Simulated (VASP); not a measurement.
**HfC (rocksalt type): single point with PBE**

Crystal: HfC (rocksalt type).

```
Hf C
1.0
     0.00000    2.00413    2.00413
     2.00413    0.00000    2.00413
     2.00413    2.00413    0.00000
Hf C
1 1
Cartesian
  0.0000 0.0000 0.0000
  2.0041 2.0041 2.0041
```

This cell differs from its parent crystal: volume scaled by 0.64.

```json
{"Program": "VASP 6.6.1", "Task": "single point", "Functional": "PBE", "Potentials or basis": "VASP PAW PBE potentials, release 64 (Hf_pv, C)", "Cutoff": "520 eV", "k mesh": "17 × 17 × 17", "Occupations": "fermi-dirac, width 0.1 eV", "Spin": "no spin polarisation"}
```

```json
{
 "Pressure": "255.6 GPa",
 "Band gap on the k mesh": "zero (band 7 reaches 11.13 eV, above the bottom of band 8 at 9.54 eV)"
}
```

Levels at points of the mesh, in eV from the Fermi level:
```tsv
k point	band 4	band 5	band 6	band 7	band 8	band 9	band 10	band 11
(0.00, 0.00, 0.00)	-14.51	1.00	1.00	1.00	1.09	1.09	1.09	4.56
```

Wall time 14 s on 1 thread of Intel(R) Xeon(R) 6975P-C (Granite Rapids), with other jobs on the host, peak memory 0.17 GiB.

Caveat: spin-orbit coupling is left out, which moves the levels of the heavy elements.
